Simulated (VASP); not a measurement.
Set up this calculation in VASP 6.6.1, as the native input.

| Item | Value |
| --- | --- |
| Task | single point |
| Functional | revPBE |
| Potentials or basis | VASP PAW PBE potentials, release 64 (Zn) |
| Cutoff | 520 eV |
| k mesh | 22 × 22 × 22 |
| Occupations | fermi-dirac, width 0.1 eV |
| Spin | no spin polarisation |
| Dipole correction | no |
| Further INCAR settings | ALGO = Normal; EDIFF = 1e-06; NBANDS = 12 |

The structure of Zn lies in POSCAR:

```
Zn
1.0
    0.0000000000      1.9869881513      1.9869881513
    1.9869881513      0.0000000000      1.9869881513
    1.9869881513      1.9869881513      0.0000000000
Zn
1
Direct
    0.0000000000      0.0000000000      0.0000000000
```

One way to write it, as run:

INCAR

```
ALGO = Normal
EDIFF = 1E-6
ENCUT = 520
GGA = RE
ISIF = 2
ISMEAR = -1
LASPH = True
LCHARG = True
LELF = True
LREAL = False
LVHAR = True
LWAVE = False
NBANDS = 12
NELM = 60
PREC = Accurate
SIGMA = 0.1
```

KPOINTS

```
k-points
0
Gamma
  22 22 22
```

Potentials or basis: VASP PAW PBE potentials, release 64 (Zn).

The run is started by

```sh
$ cat potpaw_PBE.64/Zn/POTCAR > POTCAR
$ mpirun -np 1 vasp_std > vasp.out
```

It gave:

The pressure is 0.2 GPa. The band gap on the k mesh is zero (band 6 reaches 4.69 eV, above the bottom of band 7 at 1.55 eV).

Caveat: the PAW data sets were made with another functional, which shifts forces and pressure a little.

Wall time 25 s on 1 thread of Intel(R) Xeon(R) Platinum 8488C (Sapphire Rapids), with other jobs on the host, peak memory 0.18 GiB.
